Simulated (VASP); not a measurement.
The system is Rh.

```
CELL_PARAMETERS angstrom
0.00000 1.75690 1.75690
1.75690 0.00000 1.75690
1.75690 1.75690 0.00000
ATOMIC_POSITIONS crystal
Rh 0.00000 0.00000 0.00000
```

Base run:

| Property | Result |
| --- | --- |
| Program | VASP 6.6.1 |
| Functional | LDA |
| Potentials or basis | VASP PAW LDA potentials, release 64 (Rh_pv) |
| Cutoff | 520 eV |
| k mesh | 22 × 22 × 22 |
| Occupations | gaussian, width 0.15 eV |
| Spin | collinear spin, ferromagnetic start |
| Starting moments | [0.25] μB |
| Fixed moment | 0.25 μB |

Its results: pressure 106.2 GPa; site moments Rh +0.24 μB.

Q: The run is repeated on the same cell with these changes: fixed moment from 0.25 μB to 0.75 μB; moments at the start from [0.25] to [0.75]. What comes out?

A: Pressure 113.0 GPa; site moments Rh +0.73 μB.

Caveats: the cell stands under pressure; the total moment is fixed, so each spin has its own Fermi level.
